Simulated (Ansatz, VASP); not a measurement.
# Two plane-wave programs on SiMo3

File INCAR:

```
SYSTEM = SiMo3
PREC = Accurate
ENCUT = 520
EDIFF = 1E-6
ISMEAR = 0
SIGMA = 0.15
LREAL = .False.
LASPH = .True.
NELM = 80
ALGO = Fast
ISIF = 2
LWAVE = .False.
LCHARG = .True.
GGA = PE
LELF = .True.
LVHAR = .True.
NBANDS = 56
```

KPOINTS

```
Automatic mesh
0
Gamma
  8 8 8
  0 0 0
```

The input POSCAR:

```
SiMo3
1.0
    4.9064535172      0.0000000000      0.0000000000
    0.0000000000      4.9064535172      0.0000000000
    0.0000000000      0.0000000000      4.9064535172
Si Mo
2 6
Direct
   -0.0235343214     -0.0235343214     -0.0235343214
    0.4764656786      0.4764656786      0.4764656786
    0.2500000000      0.0000000000      0.5000000000
    0.5000000000      0.7500000000      0.0000000000
    0.7500000000      0.0000000000      0.5000000000
    0.5000000000      0.2500000000      0.0000000000
    0.0000000000      0.5000000000      0.7500000000
    0.0000000000      0.5000000000      0.2500000000
```

Input for Ansatz:

```yaml
crystal:
  lattice:
    - [4.9064535172, 0.0, 0.0]
    - [0.0, 4.9064535172, 0.0]
    - [0.0, 0.0, 4.9064535172]
  atoms:
    - { symbol: Si, position: [-0.0235343214, -0.0235343214, -0.0235343214] }
    - { symbol: Si, position: [0.4764656786, 0.4764656786, 0.4764656786] }
    - { symbol: Mo, position: [0.25, 0.0, 0.5] }
    - { symbol: Mo, position: [0.5, 0.75, 0.0] }
    - { symbol: Mo, position: [0.75, 0.0, 0.5] }
    - { symbol: Mo, position: [0.5, 0.25, 0.0] }
    - { symbol: Mo, position: [0.0, 0.5, 0.75] }
    - { symbol: Mo, position: [0.0, 0.5, 0.25] }
basis:
  ecutwfc: 420
kpoints:
  mp_grid: { grid: [8, 8, 8] }
hamiltonian:
  xc: pbe
scf:
  occupations: { method: gaussian, width: 0.15 }
output:
  forces: true
  stress: true
  eigenvalues: true
```

Change from the starting cell: all Si atoms moved -0.200 Å, as atom 1 along Cartesian [1 1 1].

Alike in both runs: task single point; functional PBE; k mesh 8 × 8 × 8; occupations gaussian, width 0.15 eV; no spin polarisation.

|  | VASP | Ansatz |
| --- | --- | --- |
| version | VASP 6.6.1 | Ansatz 0.2.0 |
| potentials or method | VASP PAW PBE potentials, release 64 (Si, Mo_sv), cutoff 520 eV | scalar-relativistic, plane waves, PAW |
| valence electrons in the cell | 92 | 92 |

|  | VASP | Ansatz | Ansatz less VASP |
| --- | --- | --- | --- |
| gap on the k mesh at the Fermi level (eV) | none | none | - |
| pressure (GPa) | 2.2 | 1.7 | -0.48 |
| traceless stress, the component that is largest in VASP (GPa) | 0.43 | 0.43 | 0.000 |
| rms of the force components (eV/Å) | 0.609 | 0.608 | -0.0016 |

Atom by atom the forces differ by 0.002 eV/Å (rms over components). A gap of «none» marks a metal or a gap that the smearing closes.
